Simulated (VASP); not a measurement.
# Be4GeN (P4/mmm) in VASP: single point with PBE

Aim: the single point of Be4GeN with PBE.

All numbers are computed with VASP 6.6.1; they aren't measurements. Logs are shortened: lines on timing, memory, paths and dates and some standing lists are left out, and cuts for length are marked.

### Step 1. The cell of the first run

The structure is tetragonal, space group P4/mmm (No. 123). Conventional cell: a = 3.573 Å, b = 3.573 Å, c = 4.897 Å, α = 90.00°, β = 90.00°, γ = 90.00°. Be (site symmetry mmm) has 2 Be at 1.79 Å and 2 Ge at 1.79 Å within 2.4 Å. Be (site symmetry 4/mmm) has 10 Be at 2.45 to 3.03 Å and 4 N at 2.53 Å within 3.2 Å. Be (site symmetry 4/mmm) has 6 Be at 1.79 to 2.45 Å and 4 Ge at 2.53 Å within 2.6 Å. Within 2.6 Å of Ge (site symmetry 4/mmm) lie 8 Be at 1.79 to 2.53 Å and 2 N at 2.45 Å. Within 3.2 Å of N (site symmetry 4/mmm) lie 2 Ge at 2.45 Å and 12 Be at 2.53 to 3.03 Å.

The cell was generated, and may not be a known phase.

### Step 2. Single point, PBE

INCAR

```
  ALGO = Normal
  EDIFF = 1E-6
  ENCUT = 520
  GGA = PE
  ISIF = 2
  ISMEAR = 0
  LASPH = True
  LCHARG = False
  LREAL = False
  LWAVE = False
  NBANDS = 22
  NELM = 60
  PREC = Accurate
  SIGMA = 0.1
```

KPOINTS

```
k-points
0
Gamma
  6 6 4
```

POSCAR

```
Be4GeN
1.0
    3.5730061500      0.0000000000      0.0000000000
    0.0000000000      3.5730061500      0.0000000000
    0.0000000000      0.0000000000      4.8973173200
Be Ge N
4 1 1
Direct
    0.5000000000      0.0000000000      0.0000000000
    0.0000000000      0.5000000000      0.0000000000
    0.5000000000      0.5000000000      0.5000000000
    0.5000000000      0.5000000000      0.0000000000
    0.0000000000      0.0000000000      0.0000000000
    0.0000000000      0.0000000000      0.5000000000
```

Potentials or basis: VASP PAW PBE potentials, release 64 (Be, Ge_d, N).

Run with:

```
> cat potpaw_PBE.64/Be/POTCAR potpaw_PBE.64/Ge_d/POTCAR potpaw_PBE.64/N/POTCAR > POTCAR
> mpirun -np 1 vasp_std > vasp.out
```

OUTCAR:

```text
EDIFF = 1E-6
   ENCUT = 520
   GGA = PE
   ISIF = 2
   ISMEAR = 0
   LASPH = True
   LREAL = False
   NELM = 60
   PREC = Accurate

 ion  position               nearest neighbor table
   1  0.500  0.000  0.000-   4 1.79   5 1.79   4 1.79   5 1.79
   2  0.000  0.500  0.000-   4 1.79   5 1.79   5 1.79   4 1.79
   3  0.500  0.500  0.500-
   4  0.500  0.500  0.000-   1 1.79   2 1.79   1 1.79   2 1.79   5 2.53   5 2.53   5 2.53   5 2.53

   5  0.000  0.000  0.000-   1 1.79   2 1.79   2 1.79   1 1.79   4 2.53   4 2.53   4 2.53   4 2.53

   6  0.000  0.000  0.500-

  LATTYP: Found a simple tetragonal cell.
 ALAT       =     3.5730061500
 C/A-ratio  =     1.3706434063

  Lattice vectors:

 A1 = (   3.5730061500,   0.0000000000,   0.0000000000)
 A2 = (   0.0000000000,   3.5730061500,   0.0000000000)
 A3 = (   0.0000000000,   0.0000000000,   4.8973173200)

Analysis of symmetry for initial positions (statically):
=====================================================================
 Subroutine PRICEL returns:
 Original cell was already a primitive cell.

 Routine SETGRP: Setting up the symmetry group for a
 simple tetragonal supercell.

 Subroutine GETGRP returns: Found 16 space group operations
 (whereof 16 operations were pure point group operations)
 out of a pool of 16 trial point group operations.

The static configuration has the point symmetry D_4h.

Analysis of symmetry for dynamics (positions and initial velocities):
=====================================================================
 Subroutine PRICEL returns:
 Original cell was already a primitive cell.

 Routine SETGRP: Setting up the symmetry group for a
 simple tetragonal supercell.

 Subroutine GETGRP returns: Found 16 space group operations
 (whereof 16 operations were pure point group operations)
 out of a pool of 16 trial point group operations.

The dynamic configuration has the point symmetry D_4h.

 Subroutine INISYM returns: Found 16 space group operations
 (whereof 16 operations are pure point group operations),
 and found     1 'primitive' translations

----------------------------------------------------------------------------------------

                                     Primitive cell

  volume of cell :      62.5210

[... 95 lines left out ...]
   NELM   =     60;   NELMIN=  2; NELMDL= -5     # of ELM steps
   EDIFF  = 0.1E-05   stopping-criterion for ELM
   LREAL  =      F    real-space projection
   EDIFFG = 0.1E-04   stopping-criterion for IOM
   NSW    =      0    number of steps for IOM
   IBRION =     -1    ionic relax: 0-MD 1-quasi-New 2-CG
   NFREE  =      0    steps in history (QN), initial steepest desc. (CG)
   ISIF   =      2    stress and relaxation
   ISYM   =      2    0-nonsym 1-usesym 2-fastsym
   POTIM  = 0.5000    time-step for ionic-motion
   TEBEG  =    0.0;   TEEND  =   0.0 temperature during run
   PSTRESS=    0.0 pullay stress
   NELECT =      27.0000    total number of electrons
   NUPDOWN=      -1.0000    fix difference up-down
   EMIN   =  10.00;   EMAX   =-10.00  energy-range for DOS
   EFERMI =   0.00;   METHOD = LEGACY
   ISMEAR =     0;   SIGMA  =   0.10  broadening in eV -4-tet -1-fermi 0-gaus
   EFERMI_NEDOS =   21; number of points for ismear=-14 and -15
   IALGO  =     38    algorithm
   IMIX   =      4    mixing-type and parameters
     AMIX     =   0.40;   BMIX     =  1.00
     AMIX_MAG =   1.60;   BMIX_MAG =  1.00
  volume/ion in A,a.u.               =      10.42        70.32
  Fermi-wavevector in a.u.,A,eV,Ry     =   1.237431  2.338405 20.833708  1.531234
  Thomas-Fermi vector in A             =   2.371998
   LORBIT       =      0    0 simple, 1 ext, 2 COOP (PROOUT), +10 PAW based schemes
   GGA     = PE    functional components
   LHFCALC =     F    Hartree Fock is set to
   AEXX    =    0.0000 exact exchange contribution
   IVDW    =     0    specifies the selected vdW correction
   LEPSILON=     F    determine dielectric tensor
   LRPA    =     F    only Hartree local field effects (RPA)
 non-spin polarized calculation
 Gauss-broadening in eV      SIGMA  =   0.10
  energy-cutoff  :      520.00
  volume of cell :       62.52
 maximum number of plane-waves:      1704
 NGX is ok and might be reduce to    28
   NGX = 13   NGY = 13   NGZ = 19

 number of electron      27.0000001 magnetization

 Free energy of the ion-electron system (eV)
  ---------------------------------------------------
  ext. energy  EPLUGINS =         0.00000000
  ---------------------------------------------------
  free energy    TOTEN  =       -15.27750937 eV

  energy without entropy =      -15.25808796  energy(sigma->0) =      -15.26779867

 E-fermi :   5.3695     XC(G=0): -10.4640

 val. band max:        5.3617680858   @ k =   0.3333   0.3333   0.5000
 cond. band min:       5.3729930651   @ k =   0.0000   0.0000   0.5000
 fundamental gap:      0.0112249793
 Fermi energy:         5.3694995827

 k-point     1 :       0.0000    0.0000    0.0000
  band No.  band energies     occupation
      1     -20.3041      2.00000
      2     -20.0917      2.00000
      3     -20.0670      2.00000
      4     -20.0200      2.00000
      5     -20.0200      2.00000
      6      -8.4992      2.00000
[... 589 lines left out ...]
     21      10.8813      0.00000
     22      14.8367      0.00000

 [... further k-points ...]

------------------------ aborting loop because EDIFF is reached ----------------------------------------

  FORCE on cell =-STRESS in cart. coord.  units (eV):
  Direction    XX          YY          ZZ          XY          YZ          ZX
  --------------------------------------------------------------------------------------
  -------------------------------------------------------------------------------------
  Total       22.3819695     22.3819695     -4.8413453      0.0000000      0.0000000      0.0000000
  in kB      573.5656175    573.5656175   -124.0654552      0.0000000      0.0000000      0.0000000
  external PRESSURE =     341.0219266 kB  Pullay stress =       0.0000000 kB

 VOLUME and BASIS-vectors are now :
 -----------------------------------------------------------------------------
  energy-cutoff  :      520.00
  volume of cell :       62.52
      direct lattice vectors                 reciprocal lattice vectors
     3.573006150  0.000000000  0.000000000     0.279876372  0.000000000  0.000000000
     0.000000000  3.573006150  0.000000000     0.000000000  0.279876372  0.000000000
     0.000000000  0.000000000  4.897317320     0.000000000  0.000000000  0.204193426

 POSITION                                       TOTAL-FORCE (eV/Angst)
 -----------------------------------------------------------------------------------
      1.78650      0.00000      0.00000         0.000000      0.000000      0.000000
      0.00000      1.78650      0.00000         0.000000      0.000000      0.000000
      1.78650      1.78650      2.44866         0.000000      0.000000      0.000000
      1.78650      1.78650      0.00000         0.000000      0.000000      0.000000
      0.00000      0.00000      0.00000         0.000000      0.000000      0.000000
      0.00000      0.00000      2.44866         0.000000      0.000000      0.000000
 -----------------------------------------------------------------------------------
    total drift:                               -0.000000     -0.000000     -0.000000

  FREE ENERGIE OF THE ION-ELECTRON SYSTEM (eV)
  ---------------------------------------------------
  free  energy   TOTEN  =       -15.2775093723 eV

  energy  without entropy=      -15.2580879580  energy(sigma->0) =      -15.26779867
```

OSZICAR:

```text
N       E                     dE             d eps       ncg     rms          rms(c)
DAV:   1     0.189069580269E+03    0.18907E+03   -0.12456E+04  1612   0.222E+03
DAV:   2     0.115985530655E+02   -0.17747E+03   -0.16776E+03  1462   0.611E+02
DAV:   3    -0.166333843972E+02   -0.28232E+02   -0.27484E+02  1650   0.124E+02
DAV:   4    -0.179804835660E+02   -0.13471E+01   -0.13414E+01  1550   0.310E+01
DAV:   5    -0.180067109511E+02   -0.26227E-01   -0.26223E-01  1686   0.477E+00    0.701E+00
DAV:   6    -0.156698643323E+02    0.23368E+01   -0.26485E+00  1626   0.108E+01    0.350E+00
DAV:   7    -0.153304719370E+02    0.33939E+00   -0.19202E+00  1600   0.615E+00    0.148E+00
DAV:   8    -0.152869509954E+02    0.43521E-01   -0.30136E-01  1628   0.240E+00    0.786E-01
DAV:   9    -0.152796921005E+02    0.72589E-02   -0.55320E-02  1556   0.124E+00    0.333E-01
DAV:  10    -0.152775053520E+02    0.21867E-02   -0.76979E-03  1498   0.490E-01    0.122E-01
DAV:  11    -0.152775290239E+02   -0.23672E-04   -0.14430E-03  1686   0.200E-01    0.518E-02
DAV:  12    -0.152775079938E+02    0.21030E-04   -0.21200E-04  1604   0.673E-02    0.121E-02
DAV:  13    -0.152775093360E+02   -0.13422E-05   -0.68804E-06  1556   0.140E-02    0.600E-03
DAV:  14    -0.152775093723E+02   -0.36327E-07   -0.25750E-06  1310   0.739E-03
   1 F= -.15277509E+02 E0= -.15267799E+02  d E =-.194214E-01
```

Run time: 64 s. Hardware: 1 thread of AMD EPYC 7R13, shared host; peak memory 0.16 GiB.

What came out:

- Free energy: -15.2775 eV
- Pressure: 34.1 GPa
- Band gap on the k mesh: zero (an odd number of electrons rules out a gap without spin polarisation)

Levels at points of the mesh, in eV from the Fermi level:
| k point | band 12 | band 13 | band 14 | band 15 | band 16 | band 17 |
| --- | --- | --- | --- | --- | --- | --- |
| (0.00, 0.00, 0.00) | -0.54 | -0.54 | 0.37 | 3.16 | 3.21 | 3.21 |
| (0.50, 0.00, 0.00) | -2.42 | -1.97 | 0.09 | 1.40 | 2.58 | 2.84 |
| (0.50, 0.50, 0.00) | -1.83 | -1.83 | -0.37 | 1.25 | 1.25 | 1.99 |
| (0.00, 0.00, 0.50) | -0.98 | -0.98 | 0.00 | 1.80 | 3.30 | 3.30 |
| (0.50, 0.00, 0.50) | -1.14 | -0.55 | -0.32 | 1.03 | 2.36 | 2.84 |
| (0.50, 0.50, 0.50) | -3.30 | -1.61 | -0.24 | 1.92 | 3.23 | 3.23 |

Caveat: the stress differs along the axes, from -12 to 57 GPa.
